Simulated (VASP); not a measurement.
**CO2: electric field gradients with PBE**

Crystal: CO2.

```
CELL_PARAMETERS angstrom
5.49707 0.00000 0.00000
0.00000 5.49707 0.00000
0.00000 0.00000 5.49707
ATOMIC_POSITIONS crystal
C 0.00000 0.00000 0.00000
C 0.50000 0.00000 0.50000
C 0.50000 0.50000 0.00000
C 0.00000 0.50000 0.50000
O 0.12254 0.12254 0.12254
O 0.37746 0.87746 0.62254
O 0.62254 0.37746 0.87746
O 0.87746 0.62254 0.37746
O 0.87746 0.87746 0.87746
O 0.62254 0.12254 0.37746
O 0.37746 0.62254 0.12254
O 0.12254 0.37746 0.62254
```

```yaml
Program: VASP 6.6.1
Task: electric field gradients
Functional: PBE
Potentials_or_basis: VASP PAW PBE potentials, release 64 (C, O)
Cutoff: 520 eV
k_mesh: 4 × 4 × 4
Occupations: fermi-dirac, width 0.02 eV
Spin: no spin polarisation
Dipole_correction: no
Charge: -1
Further_INCAR_settings: ALGO = Normal; EDIFF = 1e-08; NBANDS = 44; NELECT = 65.0
```

```json
{
  "Largest force": "1.868 eV/Å",
  "Largest electric field gradient by atom": "C -45.6; O +65.5 V/Å²"
}
```

Forces on the atoms (eV/Å):
```
C    0.000  0.000  0.000
C    0.000  0.000  0.000
C    0.000  0.000  0.000
C    0.000  0.000  0.000
O    1.079  1.079  1.079
O   -1.079 -1.079  1.079
O    1.079 -1.079 -1.079
O   -1.079  1.079 -1.079
O   -1.079 -1.079 -1.079
O    1.079  1.079 -1.079
O   -1.079  1.079  1.079
O    1.079 -1.079  1.079
```

Levels at points of the mesh, in eV from the Fermi level:
```tsv
k point	band 29	band 30	band 31	band 32	band 33	band 34	band 35	band 36
(0.00, 0.00, 0.00)	-8.00	-8.00	-7.76	-7.76	-1.14	0.19	0.19	0.19
(0.50, 0.00, 0.00)	-8.12	-8.12	-7.85	-7.85	0.11	0.11	0.34	0.34
(0.50, 0.50, 0.00)	-8.08	-8.08	-8.08	-8.08	0.10	0.10	0.10	0.10
(0.50, 0.50, 0.50)	-8.14	-8.14	-8.14	-8.14	0.11	0.11	0.11	0.11
```

Electric field gradients, principal values (V/Å²):
| atom | least | middle | greatest (by size) |
| --- | --- | --- | --- |
| 1 C | 22.800 | 22.800 | -45.600 |
| 2 C | 22.800 | 22.800 | -45.600 |
| 3 C | 22.800 | 22.800 | -45.600 |
| 4 C | 22.800 | 22.800 | -45.600 |
| 5 O | -32.767 | -32.767 | 65.534 |
| 6 O | -32.767 | -32.767 | 65.534 |
| 7 O | -32.767 | -32.767 | 65.534 |
| 8 O | -32.767 | -32.767 | 65.534 |
| 9 O | -32.767 | -32.767 | 65.534 |
| 10 O | -32.767 | -32.767 | 65.534 |
| 11 O | -32.767 | -32.767 | 65.534 |
| 12 O | -32.767 | -32.767 | 65.534 |

It took 2.4 min on 1 thread of Intel Xeon 8259CL (shared host), peak memory 0.27 GiB.

Caveat: the cell carries a net charge on a neutralising background, which shifts energy and pressure; the cell is charged against a uniform background, so pressure and absolute levels hang on convention; without QUAD_EFG the Cq values of the log hold for a quadrupole moment of 1 mb, not for the nuclei; an odd number of electrons without spin polarisation forces a metal; a magnetic or distorted state may lie lower.
